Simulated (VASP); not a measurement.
# Pt in VASP: relaxation of the atoms with PBE

Aim: the relaxation of the atoms of Pt with PBE.

Everything below comes from runs of VASP 6.6.1. Logs are shortened: lines on timing, memory, paths and dates and some standing lists are left out, and cuts for length are marked.

## Step 1: The cell of the first run

The cell holds a slab with vacuum, 4 atoms: a = 2.808 Å, b = 2.808 Å, c = 21.957 Å, α = 90.00°, β = 90.00°, γ = 90.00°.

## Step 2: Relaxation of the atoms, PBE

Contents of INCAR:

```
PREC = Accurate
ENCUT = 450
EDIFF = 1E-7
ISMEAR = -1
SIGMA = 0.08
LREAL = False
LASPH = True
NELM = 120
ALGO = Normal
ISIF = 2
LWAVE = False
LCHARG = False
LDIPOL = True
IDIPOL = 3
DIPOL = 0.5 0.5 0.500
GGA = PE
IBRION = 2
NSW = 60
EDIFFG = -0.01
GGA_COMPAT = False
NELMIN = 4
NELMDL = -8
```

Contents of KPOINTS:

```
Automatic mesh
0
Gamma
  12 12 1
```

Contents of POSCAR:

```
Pt
1.0
    2.8080030018      0.0000000000      0.0000000000
    0.0000000000      2.8080030018      0.0000000000
    0.0000000000      0.0000000000     21.9567000000
Pt
4
Direct
    0.2500000000      0.2500000000      0.3643540720
    0.7500000000      0.7500000000      0.4547846903
    0.2500000000      0.2500000000      0.5452153091
    0.7500000000      0.7500000000      0.6356459280
```

Potentials or basis: VASP PAW PBE potentials, release 64 (Pt).

Run with:

```
cat potpaw_PBE.64/Pt/POTCAR > POTCAR
mpirun -np 1 vasp_std > vasp.out
```

OUTCAR:

```text
PREC = Accurate
   ENCUT = 450
   EDIFF = 1E-7
   ISMEAR = -1
   LREAL = False
   LASPH = True
   NELM = 120
   ISIF = 2
   GGA = PE
   IBRION = 2
   NSW = 60
   EDIFFG = -0.01
   NELMIN = 4
   NELMDL = -8

 ion  position               nearest neighbor table
   1  0.250  0.250  0.364-   2 2.81   2 2.81   2 2.81   2 2.81
   2  0.750  0.750  0.455-   1 2.81   1 2.81   1 2.81   1 2.81   3 2.81   3 2.81   3 2.81   3 2.81

   3  0.250  0.250  0.545-   2 2.81   2 2.81   2 2.81   2 2.81   4 2.81   4 2.81   4 2.81   4 2.81

   4  0.750  0.750  0.636-   3 2.81   3 2.81   3 2.81   3 2.81

  LATTYP: Found a simple tetragonal cell.
 ALAT       =     2.8080030018
 C/A-ratio  =     7.8193292478

  Lattice vectors:

 A1 = (   2.8080030018,   0.0000000000,   0.0000000000)
 A2 = (   0.0000000000,   2.8080030018,   0.0000000000)
 A3 = (   0.0000000000,   0.0000000000,  21.9567000000)

Analysis of symmetry for initial positions (statically):
=====================================================================
 Subroutine PRICEL returns:
 Original cell was already a primitive cell.

 Routine SETGRP: Setting up the symmetry group for a
 simple tetragonal supercell.

 Subroutine GETGRP returns: Found 16 space group operations
 (whereof  4 operations were pure point group operations)
 out of a pool of 16 trial point group operations.

The static configuration has the point symmetry C_2h.
 The point group associated with its full space group is D_4h.

Analysis of symmetry for dynamics (positions and initial velocities):
=====================================================================
 Subroutine PRICEL returns:
 Original cell was already a primitive cell.

 Routine SETGRP: Setting up the symmetry group for a
 simple tetragonal supercell.

 Subroutine GETGRP returns: Found 16 space group operations
 (whereof  4 operations were pure point group operations)
 out of a pool of 16 trial point group operations.

The dynamic configuration has the point symmetry C_2h.
 The point group associated with its full space group is D_4h.

 Subroutine INISYM returns: Found 16 space group operations
 (whereof  4 operations are pure point group operations),
 and found     1 'primitive' translations

----------------------------------------------------------------------------------------
[... 107 lines left out ...]
   PSTRESS=    0.0 pullay stress
   NELECT =      40.0000    total number of electrons
   NUPDOWN=      -1.0000    fix difference up-down
   EMIN   =  10.00;   EMAX   =-10.00  energy-range for DOS
   EFERMI =   0.00;   METHOD = LEGACY
   ISMEAR =    -1;   SIGMA  =   0.08  broadening in eV -4-tet -1-fermi 0-gaus
   EFERMI_NEDOS =   21; number of points for ismear=-14 and -15
   IALGO  =     38    algorithm
   IMIX   =      4    mixing-type and parameters
     AMIX     =   0.40;   BMIX     =  1.00
     AMIX_MAG =   1.60;   BMIX_MAG =  1.00
  volume/ion in A,a.u.               =      43.28       292.08
  Fermi-wavevector in a.u.,A,eV,Ry     =   1.004556  1.898335 13.730081  1.009132
  Thomas-Fermi vector in A             =   2.137179
   LORBIT       =      0    0 simple, 1 ext, 2 COOP (PROOUT), +10 PAW based schemes
   GGA     = PE    functional components
   LHFCALC =     F    Hartree Fock is set to
   AEXX    =    0.0000 exact exchange contribution
   IVDW    =     0    specifies the selected vdW correction
   LEPSILON=     F    determine dielectric tensor
   LRPA    =     F    only Hartree local field effects (RPA)
 conjugate gradient relaxation of ions
 non-spin polarized calculation
  energy-cutoff  :      450.00
  volume of cell :      173.13
 maximum number of plane-waves:      3796
 NGX is ok and might be reduce to    20
   NGX =  9   NGY =  9   NGZ = 75

--------------------------------------- Ionic step        1  -------------------------------------------

 number of electron      40.0000019 magnetization

 Free energy of the ion-electron system (eV)
  ---------------------------------------------------
  ext. energy  EPLUGINS =         0.00000000
  ---------------------------------------------------
  free energy    TOTEN  =       -22.66476449 eV

  energy without entropy =      -22.50550252  energy(sigma->0) =      -22.58513351

------------------------ aborting loop because EDIFF is reached ----------------------------------------

  FORCE on cell =-STRESS in cart. coord.  units (eV):
  Direction    XX          YY          ZZ          XY          YZ          ZX
  --------------------------------------------------------------------------------------
  -------------------------------------------------------------------------------------
  Total       -4.4020224     -4.4020224     -1.9130156      0.0000000      0.0000000     -0.0000000
  in kB      -40.7380867    -40.7380867    -17.7038165      0.0000000      0.0000000     -0.0000000
  external PRESSURE =     -33.0599966 kB  Pullay stress =       0.0000000 kB
[... 177 lines left out ...]
--------------------------------------- Ionic step        6  -------------------------------------------

 number of electron      40.0000016 magnetization

 dipolmoment           0.000000      0.000000      0.000000 electrons x Angstroem

 Free energy of the ion-electron system (eV)
  ---------------------------------------------------
  ext. energy  EPLUGINS =         0.00000000
  ---------------------------------------------------
  free energy    TOTEN  =       -22.69002634 eV

  energy without entropy =      -22.53904863  energy(sigma->0) =      -22.61453749

 E-fermi :   0.2032     XC(G=0):  -5.6200

 val. band max:        0.1957660399   @ k =   0.0833   0.0833   0.0000
 cond. band min:       0.2082389356   @ k =   0.0833   0.0000   0.0000
 fundamental gap:      0.0124728957
 Fermi energy:         0.2032241293

 k-point     1 :       0.0000    0.0000    0.0000
  band No.  band energies     occupation
      1      -9.0721      2.00000
      2      -7.2837      2.00000
      3      -6.1560      2.00000
      4      -5.9000      2.00000
      5      -5.7461      2.00000
      6      -5.0198      2.00000
[... 637 lines left out ...]
     23       4.8362      0.00000
     24       5.0961      0.00000

 [... further k-points ...]

------------------------ aborting loop because EDIFF is reached ----------------------------------------

 vacuum level on the upper side and lower side of the slab       (xc-potential included)        -0.110        -0.110

  FORCE on cell =-STRESS in cart. coord.  units (eV):
  Direction    XX          YY          ZZ          XY          YZ          ZX
  --------------------------------------------------------------------------------------
  -------------------------------------------------------------------------------------
  Total       -2.8329155     -2.8329155     -0.0089230     -0.0000000      0.0000000      0.0000000
  in kB      -26.2169403    -26.2169403     -0.0825768     -0.0000000      0.0000000      0.0000000
  external PRESSURE =     -17.5054858 kB  Pullay stress =       0.0000000 kB
[... 19 lines left out ...]
  FREE ENERGIE OF THE ION-ELECTRON SYSTEM (eV)
  ---------------------------------------------------
  free  energy   TOTEN  =       -22.6900263358 eV

  energy  without entropy=      -22.5390486344  energy(sigma->0) =      -22.61453749

 reached required accuracy - stopping structural energy minimisation

 vacuum level on the upper side and lower side of the slab         5.733         5.733
```

CONTCAR:

```text
Pt
   1.00000000000000
     2.8080030018000000    0.0000000000000000    0.0000000000000000
     0.0000000000000000    2.8080030018000000    0.0000000000000000
     0.0000000000000000    0.0000000000000000   21.9567000000000014
  Pt
     4
Direct
     0.2500000000000000    0.2500000000000000    0.3676058545136206
     0.7500000000000000    0.7500000000000000    0.4554538698314547
     0.2500000000000000    0.2500000000000000    0.5445461295685488
     0.7500000000000000    0.7500000000000000    0.6323941454863795

  0.00000000E+00  0.00000000E+00  0.00000000E+00
  0.00000000E+00  0.00000000E+00  0.00000000E+00
  0.00000000E+00  0.00000000E+00  0.00000000E+00
  0.00000000E+00  0.00000000E+00  0.00000000E+00
```

Wall time 13 min (1 thread of Oxide Virtual Turin-like, shared host); peak memory 0.25 GiB.

Results:

| Property | Result |
| --- | --- |
| Free energy | -22.6900 eV |
| Energy gained by relaxing | 6.3 meV/atom |
| Ionic steps | 6 |
| Largest force after relaxing | 0.006 eV/Å |
| Band gap on the k mesh | zero (bands 20 and 21 overlap by 1.40 eV) |

Forces in eV/Å, atoms in the order of the input:
```
Pt   0.000  0.000  0.002
Pt   0.000  0.000 -0.006
Pt   0.000  0.000  0.006
Pt   0.000  0.000 -0.002
```

The path:
```csv
step,energy change (eV),largest force (eV/Å),pressure (GPa)
1,0.0000,0.3731,-3.31
2,-0.0115,0.2224,-2.94
3,-0.0141,0.2349,-2.65
4,-0.0204,0.1582,-2.35
5,-0.0251,0.0222,-1.85
6,-0.0253,0.0059,-1.75
```

Final structure:
```
Pt
1.0
     2.80800    0.00000    0.00000
     0.00000    2.80800    0.00000
     0.00000    0.00000   21.95670
Pt
4
Cartesian
  0.7020 0.7020 8.0714
  2.1060 2.1060 10.0003
  0.7020 0.7020 11.9564
  2.1060 2.1060 13.8853
```

Caveat: spin-orbit coupling is left out, which moves the levels of the heavy elements.
